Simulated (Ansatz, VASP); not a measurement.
# One calculation of Al6H, two programs

```
Al H
1.0
     5.71352    0.00000    0.00000
     0.00000    5.71352    0.00000
     0.00000    0.00000   22.17470
Al H
12 2
Direct
  0.25000 0.25000 0.18039
  0.25000 0.75000 0.18039
  0.75000 0.25000 0.18039
  0.75000 0.75000 0.18039
  0.00000 0.00000 0.27441
  0.00000 0.50000 0.27441
  0.50000 0.00000 0.27441
  0.50000 0.50000 0.27441
  0.25000 0.25000 0.36865
  0.25000 0.75000 0.36865
  0.75000 0.25000 0.36865
  0.75000 0.75000 0.36865
  0.00000 0.86917 0.44667
  0.00000 0.13083 0.44667
```

Alike in both runs: task single point; functional PBE; k mesh 5 × 5 × 1; occupations gaussian, width 0.1 eV; no spin polarisation.

|  | VASP | Ansatz |
| --- | --- | --- |
| version | VASP 6.6.1 | Ansatz 0.2.0 |
| potentials or method | VASP PAW PBE potentials, release 64 (Al, H), cutoff 520 eV | scalar-relativistic, plane waves, PAW |
| valence electrons in the cell | 38 | 38 |

|  | VASP | Ansatz | Ansatz less VASP |
| --- | --- | --- | --- |
| gap on the k mesh at the Fermi level (eV) | none | none | - |
| rms of the force components (eV/Å) | 0.278 | 0.277 | -0.0002 |
| work function, face that differs most (eV) | 4.33 | 4.32 | -0.003 |

Atom by atom the forces differ by 0.001 eV/Å (rms over components). A gap of «none» marks a metal or a gap that the smearing closes.
